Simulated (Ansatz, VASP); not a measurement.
## SnO: VASP beside Ansatz

```
Sn O
1.0
     3.97338    0.00000    0.00000
     0.00000    3.97338    0.00000
     0.00000    0.00000   30.63340
Sn O
2 2
Direct
  0.50000 0.00000 0.46310
  0.00000 0.50000 0.53690
  0.00000 0.00000 0.50000
  0.50000 0.50000 0.50000
```

Change from the starting cell: biaxial strain +0.040, atoms relaxed.

Alike in both runs: functional PBE; dispersion D3(BJ); k mesh 6 × 6 × 1; occupations gaussian, width 0.02 eV; no spin polarisation.

Ansatz relaxed the structure, and its values are those at the end. VASP's run is a single point on that final structure, the one shown.

|  | VASP | Ansatz |
| --- | --- | --- |
| version | VASP 6.6.1 | Ansatz 0.2.0 |
| potentials or method | VASP PAW PBE potentials, release 64 (Sn_d, O), cutoff 520 eV | scalar-relativistic, plane waves, PAW |
| valence electrons in the cell | 40 | 40 |

```csv
,VASP,Ansatz,Ansatz less VASP
gap on the k mesh at the Fermi level (eV),2.50,2.55,+0.055
least direct gap on the mesh (eV),2.51,2.57,+0.054
rms of the force components (eV/Å),0.029,0.000,-0.0294
```

Ansatz's warnings: stress scf threshold loose, xc potential rough in thin density.
